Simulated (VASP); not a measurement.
# W (Im-3m) in VASP: notebook

W is run at these levels: PBE, LDA, revPBE; tasks: single point.

All numbers are computed with VASP 6.6.1; they aren't measurements. Logs are shortened: lines on timing, memory, paths and dates and some standing lists are left out, and cuts for length are marked.

## Step 1: The cell of the first run

It takes space group Im-3m (No. 229, cubic). Conventional cell: a = 3.165 Å, b = 3.165 Å, c = 3.165 Å, α = 90.00°, β = 90.00°, γ = 90.00°. Within 3.6 Å of W (site symmetry m-3m) lie 14 W at 2.74 to 3.16 Å.

## Step 2: Single point, PBE

INCAR reads:

```
SYSTEM = W
ALGO     = Normal         ! electronic algorithm
EDIFF    = 1E-6           ! SCF threshold, eV
ENCUT    = 520            ! plane-wave cutoff, eV
GGA      = PE             ! functional
ISIF     = 2              ! what is computed and relaxed
ISMEAR   = 0              ! smearing method
LASPH    = .True.         ! aspherical terms in the spheres
LCHARG   = .False.        ! write CHGCAR
LREAL    = .False.        ! projectors in reciprocal space
LWAVE    = .False.        ! write WAVECAR
NBANDS   = 13             ! bands
NELM     = 60             ! most SCF steps
PREC     = Accurate       ! precision mode
SIGMA    = 0.014          ! smearing width, eV
```

KPOINTS reads:

```
k-points
0
Gamma
  12 12 12
  0 0 0
```

POSCAR reads:

```
W
1.0
   -1.5823450000      1.5823450000      1.5823450000
    1.5823450000     -1.5823450000      1.5823450000
    1.5823450000      1.5823450000     -1.5823450000
W
1
Direct
    0.0000000000      0.0000000000      0.0000000000
```

Potentials or basis: VASP PAW PBE potentials, release 64 (W_sv).

On the command line:

```bash
$ cat potpaw_PBE.64/W_sv/POTCAR > POTCAR
$ mpirun -np 1 vasp_std > vasp.out
```

OUTCAR:

```text
SYSTEM = W
   EDIFF = 1E-6
   ENCUT = 520
   GGA = PE
   ISIF = 2
   ISMEAR = 0
   LASPH = .True.
   LREAL = .False.
   NELM = 60
   PREC = Accurate

 ion  position               nearest neighbor table
   1  0.000  0.000  0.000-

  LATTYP: Found a body centered cubic cell.
 ALAT       =     3.1646900000

  Lattice vectors:

 A1 = (  -1.5823450000,   1.5823450000,   1.5823450000)
 A2 = (   1.5823450000,  -1.5823450000,   1.5823450000)
 A3 = (   1.5823450000,   1.5823450000,  -1.5823450000)

Analysis of symmetry for initial positions (statically):
=====================================================================
 Subroutine PRICEL returns:
 Original cell was already a primitive cell.

 Routine SETGRP: Setting up the symmetry group for a
 body centered cubic supercell.

 Subroutine GETGRP returns: Found 48 space group operations
 (whereof 48 operations were pure point group operations)
 out of a pool of 48 trial point group operations.

The static configuration has the point symmetry O_h .

Analysis of symmetry for dynamics (positions and initial velocities):
=====================================================================
 Subroutine PRICEL returns:
 Original cell was already a primitive cell.

 Routine SETGRP: Setting up the symmetry group for a
 body centered cubic supercell.

 Subroutine GETGRP returns: Found 48 space group operations
 (whereof 48 operations were pure point group operations)
 out of a pool of 48 trial point group operations.

The dynamic configuration has the point symmetry O_h .

 Subroutine INISYM returns: Found 48 space group operations
 (whereof 48 operations are pure point group operations),
 and found     1 'primitive' translations

----------------------------------------------------------------------------------------

                                     Primitive cell

  volume of cell :      15.8476

  direct lattice vectors                    reciprocal lattice vectors
    -1.582345000  1.582345000  1.582345000     0.000000000  0.315986716  0.315986716
     1.582345000 -1.582345000  1.582345000     0.315986716  0.000000000  0.315986716
     1.582345000  1.582345000 -1.582345000     0.315986716  0.315986716  0.000000000

  length of vectors
     2.740701935  2.740701935  2.740701935     0.446872699  0.446872699  0.446872699

  position of ions in fractional coordinates (direct lattice)
     0.000000000  0.000000000  0.000000000

  ion indices of the primitive-cell ions
   primitive index   ion index
                 1           1

----------------------------------------------------------------------------------------

 KPOINTS: k-points

Automatic generation of k-mesh.
 Grid dimensions read from file:
 generate k-points for:   12   12   12

 Generating k-lattice:

  Cartesian coordinates                     Fractional coordinates (reciprocal lattice)
     0.000000000  0.026332226  0.026332226     0.083333333  0.000000000  0.000000000
     0.026332226  0.000000000  0.026332226     0.000000000  0.083333333  0.000000000
     0.026332226  0.026332226  0.000000000     0.000000000  0.000000000  0.083333333

  Length of vectors
     0.037239392  0.037239392  0.037239392

  Shift w.r.t. Gamma in fractional coordinates (k-lattice)
     0.000000000  0.000000000  0.000000000

 Subroutine IBZKPT returns following result:
 ===========================================

 Found     72 irreducible k-points:

 Following reciprocal coordinates:
            Coordinates               Weight
  0.000000  0.000000  0.000000      1.000000
  0.083333  0.000000  0.000000     12.000000
  0.166667  0.000000  0.000000     12.000000
  0.250000  0.000000  0.000000     12.000000
  0.333333  0.000000  0.000000     12.000000
  0.416667  0.000000  0.000000     12.000000
[... 16 lines left out ...]
  0.333333  0.083333  0.083333     24.000000
  0.416667  0.083333  0.083333     12.000000
 [... further k-points ...]
   k-points           NKPTS =     72   k-points in BZ     NKDIM =     72   number of bands    NBANDS=     13
   number of dos      NEDOS =    301   number of ions     NIONS =      1
   total plane-waves  NPLWV =   8000
   dimension x,y,z NGX =    20 NGY =   20 NGZ =   20
   dimension x,y,z NGXF=    40 NGYF=   40 NGZF=   40
   ions per type =               1
   NGX,Y,Z   is equivalent  to a cutoff of  12.13, 12.13, 12.13 a.u.
   NGXF,Y,Z  is equivalent  to a cutoff of  24.26, 24.26, 24.26 a.u.
 SYSTEM =  W
   PREC   = accura    normal or accurate (medium, high low for compatibility)
   ISTART =      0    job   : 0-new  1-cont  2-samecut
   ICHARG =      2    charge: 1-file 2-atom 10-const
   ISPIN  =      1    spin polarized calculation?
   LNONCOLLINEAR =      F non collinear calculations
   LSORBIT =      F    spin-orbit coupling
   LASPH  =      T    aspherical Exc in radial PAW
   ENCUT  =  520.0 eV  38.22 Ry    6.18 a.u.   5.10  5.10  5.10*2*pi/ulx,y,z
   NELM   =     60;   NELMIN=  2; NELMDL= -5     # of ELM steps
   EDIFF  = 0.1E-05   stopping-criterion for ELM
   LREAL  =      F    real-space projection
   EDIFFG = 0.1E-04   stopping-criterion for IOM
   NSW    =      0    number of steps for IOM
   IBRION =     -1    ionic relax: 0-MD 1-quasi-New 2-CG
   NFREE  =      0    steps in history (QN), initial steepest desc. (CG)
   ISIF   =      2    stress and relaxation
   ISYM   =      2    0-nonsym 1-usesym 2-fastsym
   POTIM  = 0.5000    time-step for ionic-motion
   TEBEG  =    0.0;   TEEND  =   0.0 temperature during run
   PSTRESS=    0.0 pullay stress
   NELECT =      14.0000    total number of electrons
   NUPDOWN=      -1.0000    fix difference up-down
   EMIN   =  10.00;   EMAX   =-10.00  energy-range for DOS
   EFERMI =   0.00;   METHOD = LEGACY
   ISMEAR =     0;   SIGMA  =   0.01  broadening in eV -4-tet -1-fermi 0-gaus
   EFERMI_NEDOS =   21; number of points for ismear=-14 and -15
   IALGO  =     38    algorithm
   IMIX   =      4    mixing-type and parameters
     AMIX     =   0.40;   BMIX     =  1.00
     AMIX_MAG =   1.60;   BMIX_MAG =  1.00
  volume/ion in A,a.u.               =      15.85       106.94
  Fermi-wavevector in a.u.,A,eV,Ry     =   1.570832  2.968442 33.572544  2.467512
  Thomas-Fermi vector in A             =   2.672506
   LORBIT       =      0    0 simple, 1 ext, 2 COOP (PROOUT), +10 PAW based schemes
   GGA     = PE    functional components
   LHFCALC =     F    Hartree Fock is set to
   AEXX    =    0.0000 exact exchange contribution
   IVDW    =     0    specifies the selected vdW correction
   LEPSILON=     F    determine dielectric tensor
   LRPA    =     F    only Hartree local field effects (RPA)
 non-spin polarized calculation
 Gauss-broadening in eV      SIGMA  =   0.01
  energy-cutoff  :      520.00
  volume of cell :       15.85
 maximum number of plane-waves:       438
   NGX = 11   NGY = 11   NGZ = 11

 number of electron      14.0000004 magnetization

 Free energy of the ion-electron system (eV)
  ---------------------------------------------------
  ext. energy  EPLUGINS =         0.00000000
  ---------------------------------------------------
  free energy    TOTEN  =       -12.94769739 eV

  energy without entropy =      -12.94749815  energy(sigma->0) =      -12.94759777

 E-fermi :  11.3249     XC(G=0): -13.6447

 val. band max:       11.3185041586   @ k =  -0.2500   0.3333   0.1667
 cond. band min:      11.3676045836   @ k =  -0.1667   0.1667   0.0833
 fundamental gap:      0.0491004250
 Fermi energy:        11.3248778409

 k-point     1 :       0.0000    0.0000    0.0000
  band No.  band energies     occupation
      1     -62.7521      2.00000
      2     -26.3120      2.00000
      3     -26.3120      2.00000
      4     -26.3120      2.00000
      5       1.8094      2.00000
      6      10.2109      2.00000
      7      10.2109      2.00000
      8      10.2109      2.00000
      9      13.7032      0.00000
     10      13.7032      0.00000
     11      25.9664      0.00000
     12      25.9664      0.00000
     13      25.9664      0.00000

 k-point     2 :       0.0833    0.0000    0.0000
  band No.  band energies     occupation
      1     -62.7432      2.00000
      2     -26.4052      2.00000
      3     -26.3411      2.00000
      4     -26.3125      2.00000
      5       2.1430      2.00000
      6      10.0098      2.00000
      7      10.1584      2.00000
      8      10.5348      2.00000
      9      13.4010      0.00000
     10      13.7064      0.00000
     11      26.2431      0.00000
     12      26.5345      0.00000
     13      26.7622      0.00000

 k-point     3 :       0.1667    0.0000    0.0000
  band No.  band energies     occupation
      1     -62.7188      2.00000
      2     -26.6540      2.00000
      3     -26.4197      2.00000
      4     -26.3137      2.00000
      5       3.0548      2.00000
      6       9.5047      2.00000
      7       9.9035      2.00000
      8      11.4822      0.00000
      9      13.0035      0.00000
     10      13.7491      0.00000
     11      26.7083      0.00000
     12      28.1317      0.00000
     13      28.3039      0.00000
[... 305 lines left out ...]
 k-point    23 :       0.3333    0.0833    0.0833
  band No.  band energies     occupation
      1     -62.6236      2.00000
      2     -27.4602      2.00000
      3     -26.7485      2.00000
      4     -26.4033      2.00000
      5       5.8665      2.00000
      6       7.9300      2.00000
      7      10.3636      2.00000
      8      13.8222      0.00000
      9      14.5014      0.00000
     10      18.0464      0.00000
     11      22.5187      0.00000
     12      24.1303      0.00000
     13      28.0139      0.00000

 k-point    24 :       0.4167    0.0833    0.0833
  band No.  band energies     occupation
      1     -62.6155      2.00000
      2     -27.5150      2.00000
      3     -26.7901      2.00000
      4     -26.4058      2.00000
      5       5.8320      2.00000
      6       7.8314      2.00000
      7      11.1704      2.00000
      8      13.8441      0.00000
      9      14.6157      0.00000
     10      18.8676      0.00000
     11      21.3774      0.00000
     12      23.6599      0.00000
     13      27.4849      0.00000

 [... further k-points ...]
[... 5 lines left out ...]
  --------------------------------------------------------------------------------------
  -------------------------------------------------------------------------------------
  Total        0.6624817      0.6624817      0.6624817      0.0000000      0.0000000     -0.0000000
  in kB       66.9762701     66.9762701     66.9762701      0.0000000      0.0000000     -0.0000000
  external PRESSURE =      66.9762701 kB  Pullay stress =       0.0000000 kB

 VOLUME and BASIS-vectors are now :
 -----------------------------------------------------------------------------
  energy-cutoff  :      520.00
  volume of cell :       15.85
      direct lattice vectors                 reciprocal lattice vectors
    -1.582345000  1.582345000  1.582345000     0.000000000  0.315986716  0.315986716
     1.582345000 -1.582345000  1.582345000     0.315986716  0.000000000  0.315986716
     1.582345000  1.582345000 -1.582345000     0.315986716  0.315986716  0.000000000

 POSITION                                       TOTAL-FORCE (eV/Angst)
 -----------------------------------------------------------------------------------
      0.00000      0.00000      0.00000        -0.000000      0.000000     -0.000000
 -----------------------------------------------------------------------------------
    total drift:                               -0.000000     -0.000000      0.000000

  FREE ENERGIE OF THE ION-ELECTRON SYSTEM (eV)
  ---------------------------------------------------
  free  energy   TOTEN  =       -12.9476973947 eV

  energy  without entropy=      -12.9474981463  energy(sigma->0) =      -12.94759777
```

Run time: 4.9 s. Hardware: 1 thread of AMD EPYC 9R45 (Zen 5), shared host; peak memory 0.1 GiB.

Results:

```yaml
Free_energy: -12.9477 eV
Pressure: 6.7 GPa
Band_gap_on_the_k_mesh: zero (band 7 reaches 16.61 eV, above the bottom of band 8 at 10.21 eV)
```

Levels at points of the mesh, in eV from the Fermi level:
```
           k point  band 3  band 4  band 5  band 6  band 7  band 8  band 9  band 10  band 11  band 12
(0.00, 0.00, 0.00)  -37.64  -37.64   -9.52   -1.11   -1.11   -1.11    2.38     2.38    14.64    14.64
(0.50, 0.00, 0.00)  -38.06  -37.64   -6.16   -3.45    0.80    2.27    3.25     6.27    11.20    11.61
(0.50, 0.50, 0.50)  -38.54  -38.54   -5.72   -5.72    5.28    5.28    5.28     8.37     8.37     8.37
```

Caveat: spin-orbit coupling is left out, which moves the levels of the heavy elements.

## Step 3: Single point, LDA

INCAR reads:

```
  PREC = Accurate
  ENCUT = 520
  EDIFF = 1E-6
  ISMEAR = 0
  SIGMA = 0.05
  LREAL = F
  LASPH = T
  NELM = 60
  ALGO = Normal
  ISIF = 2
  LWAVE = F
  LCHARG = T
  GGA = CA
  LELF = T
  LVHAR = T
  NBANDS = 13
```

KPOINTS reads:

```
regular mesh
0
Gamma
  12 12 12
```

POSCAR is that of step 2.

Potentials or basis: VASP PAW LDA potentials, release 64 (W_sv).

On the command line:

```bash
$ cat potpaw_LDA.64/W_sv/POTCAR > POTCAR
$ mpirun -np 1 vasp_std > vasp.out
```

Run time: 5.1 s. Hardware: 1 thread of AMD EPYC 9R45 (Zen 5), shared host; peak memory 0.09 GiB.

It converged, with:

```yaml
Free_energy: -14.0969 eV
Pressure: -7.4 GPa
Band_gap_on_the_k_mesh: zero (band 7 reaches 16.48 eV, above the bottom of band 8 at 10.07 eV)
```

Levels at points of the mesh, in eV from the Fermi level:
```tsv
k point	band 4	band 5	band 6	band 7	band 8	band 9	band 10	band 11
(0.00, 0.00, 0.00)	-37.50	-9.50	-1.21	-1.21	-1.21	2.24	2.24	14.62
(0.50, 0.00, 0.00)	-37.50	-6.21	-3.53	0.88	2.14	3.10	6.19	11.14
(0.50, 0.50, 0.50)	-38.41	-5.80	-5.80	5.20	5.20	5.20	8.40	8.40
```

Caveat: spin-orbit coupling is left out, which moves the levels of the heavy elements.

## Step 4: Single point, revPBE

INCAR reads:

```
PREC     = Accurate       # precision mode
ENCUT    = 520            # plane-wave cutoff, eV
EDIFF    = 1E-6           # SCF threshold, eV
ISMEAR   = -1             # smearing method
SIGMA    = 0.05           # smearing width, eV
LREAL    = False          # projectors in reciprocal space
LASPH    = True           # aspherical terms in the spheres
NELM     = 80             # most SCF steps
ALGO     = Normal         # electronic algorithm
ISIF     = 2              # what is computed and relaxed
LWAVE    = False          # write WAVECAR
LCHARG   = True           # write CHGCAR
GGA      = RE             # functional
LELF     = True           # ELF
LVHAR    = True         
NBANDS   = 13             # bands
```

KPOINTS reads:

```
Automatic mesh
0
Gamma
  12 12 12
```

POSCAR is that of step 3.

Potentials or basis: VASP PAW PBE potentials, release 64 (W_sv).

On the command line:

```bash
$ cat potpaw_PBE.64/W_sv/POTCAR > POTCAR
$ mpirun -np 1 vasp_std > vasp.out
```

OUTCAR:

```text
PREC = Accurate
   ENCUT = 520
   EDIFF = 1E-6
   ISMEAR = -1
   LREAL = False
   LASPH = True
   NELM = 80
   ISIF = 2
   GGA = RE

 ion  position               nearest neighbor table
   1  0.000  0.000  0.000-

  LATTYP: Found a body centered cubic cell.
 ALAT       =     3.1646900000

  Lattice vectors:

 A1 = (  -1.5823450000,   1.5823450000,   1.5823450000)
 A2 = (   1.5823450000,  -1.5823450000,   1.5823450000)
 A3 = (   1.5823450000,   1.5823450000,  -1.5823450000)

Analysis of symmetry for initial positions (statically):
=====================================================================
 Subroutine PRICEL returns:
 Original cell was already a primitive cell.

 Routine SETGRP: Setting up the symmetry group for a
 body centered cubic supercell.

 Subroutine GETGRP returns: Found 48 space group operations
 (whereof 48 operations were pure point group operations)
 out of a pool of 48 trial point group operations.

The static configuration has the point symmetry O_h .

Analysis of symmetry for dynamics (positions and initial velocities):
[... 156 lines left out ...]
 E-fermi :  11.4144     XC(G=0): -13.6057

 val. band max:       11.3858631432   @ k =  -0.2500   0.3333   0.1667
 cond. band min:      11.4374218621   @ k =  -0.1667   0.1667   0.0833
 fundamental gap:      0.0515587189
 Fermi energy:        11.4144273038

 k-point     1 :       0.0000    0.0000    0.0000
  band No.  band energies     occupation
      1     -62.7004      2.00000
      2     -26.2591      2.00000
      3     -26.2591      2.00000
      4     -26.2591      2.00000
      5       1.8688      2.00000
      6      10.2815      2.00000
      7      10.2815      2.00000
      8      10.2815      2.00000
      9      13.7833      0.00000
     10      13.7833      0.00000
     11      26.0035      0.00000
     12      26.0035      0.00000
     13      26.0035      0.00000
[... 354 lines left out ...]
  band No.  band energies     occupation
      1     -62.5640      2.00000
      2     -27.4600      2.00000
      3     -26.7363      2.00000
      4     -26.3527      2.00000
      5       5.8958      2.00000
      6       7.8972      2.00000
      7      11.2159      1.96296
      8      13.9238      0.00000
      9      14.6979      0.00000
     10      18.9278      0.00000
     11      21.4576      0.00000
     12      23.7013      0.00000
     13      27.5382      0.00000

 [... further k-points ...]
[... 5 lines left out ...]
  --------------------------------------------------------------------------------------
  -------------------------------------------------------------------------------------
  Total        0.9073199      0.9073199      0.9073199      0.0000000      0.0000000     -0.0000000
  in kB       91.7291709     91.7291709     91.7291709      0.0000000      0.0000000     -0.0000000
  external PRESSURE =      91.7291709 kB  Pullay stress =       0.0000000 kB

 VOLUME and BASIS-vectors are now :
 -----------------------------------------------------------------------------
  energy-cutoff  :      520.00
  volume of cell :       15.85
      direct lattice vectors                 reciprocal lattice vectors
    -1.582345000  1.582345000  1.582345000     0.000000000  0.315986716  0.315986716
     1.582345000 -1.582345000  1.582345000     0.315986716  0.000000000  0.315986716
     1.582345000  1.582345000 -1.582345000     0.315986716  0.315986716  0.000000000

 POSITION                                       TOTAL-FORCE (eV/Angst)
 -----------------------------------------------------------------------------------
      0.00000      0.00000      0.00000         0.000000     -0.000000      0.000000
 -----------------------------------------------------------------------------------
    total drift:                                0.000000     -0.000000     -0.000000

  FREE ENERGIE OF THE ION-ELECTRON SYSTEM (eV)
  ---------------------------------------------------
  free  energy   TOTEN  =       -12.5034582537 eV

  energy  without entropy=      -12.4988134734  energy(sigma->0) =      -12.50113586
```

It took 5.8 s on 1 thread of AMD EPYC 9R45 (Zen 5), shared host; peak memory 0.1 GiB.

What came out:

* Free energy: -12.5035 eV
* Pressure: 9.2 GPa
* Band gap on the k mesh: zero (band 7 reaches 16.67 eV, above the bottom of band 8 at 10.28 eV)

Levels at points of the mesh, in eV from the Fermi level:
```csv
k point,band 5,band 6,band 7,band 8,band 9,band 10
"(0.00, 0.00, 0.00)",-9.55,-1.13,-1.13,-1.13,2.37,2.37
"(0.50, 0.00, 0.00)",-6.18,-3.48,0.75,2.26,3.24,6.24
"(0.50, 0.50, 0.50)",-5.74,-5.74,5.26,5.26,5.26,8.33
```

Caveat: the PAW data sets were made with another functional, which shifts forces and pressure a little; spin-orbit coupling is left out, which moves the levels of the heavy elements.

## Step 5: Overview

| level | potentials or basis | smearing | gap on the mesh (eV) | pressure (GPa) |
| --- | --- | --- | --- | --- |
| PBE | VASP PAW PBE potentials, release 64 (W_sv) | gaussian 0.014 eV | none | 6.7 |
| LDA | VASP PAW LDA potentials, release 64 (W_sv) | gaussian 0.05 eV | none | -7.4 |
| revPBE | VASP PAW PBE potentials, release 64 (W_sv) | fermi-dirac 0.05 eV | none | 9.2 |

Alike in all rows: task single point; no spin polarisation; cell as given; k mesh 12 × 12 × 12; cutoff (eV) 520.

Caveats: spin-orbit coupling is left out, which moves the levels of the heavy elements; the PAW data sets were made with another functional, which shifts forces and pressure a little (some runs).

Absolute energies hang on the potentials; compare differences alone.
